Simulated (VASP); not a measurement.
The system is LiH.

```xyz
2
Lattice="2.6127 0.0000 0.0000 0.0000 2.6127 0.0000 0.0000 0.0000 2.5017" Properties=species:S:1:pos:R:3 pbc="T T T"
Li    0.0000    0.0000    0.0000
H     1.3064    1.3064    1.2508
```

This cell differs from its parent crystal: biaxial xy strain +4.4%.

Base run:

- Program: VASP 6.6.1
- Functional: PBE
- Potentials or basis: VASP PAW PBE potentials, release 64 (Li_sv, H)
- Cutoff: 520 eV
- k mesh: 10 × 10 × 10
- Occupations: fermi-dirac, width 0.02 eV
- Spin: no spin polarisation

Its results: band gap on the k mesh 0.58 eV, indirect (least direct gap 3.99 eV).

Problem. The run is repeated on the same cell with these changes: functional from PBE to r2SCAN; occupations from fermi-dirac, width 0.02 eV to gaussian, width 0.01 eV. What comes out?

Solution. Band gap on the k mesh 1.11 eV, indirect (least direct gap 4.65 eV).

A k mesh can miss the band edges.
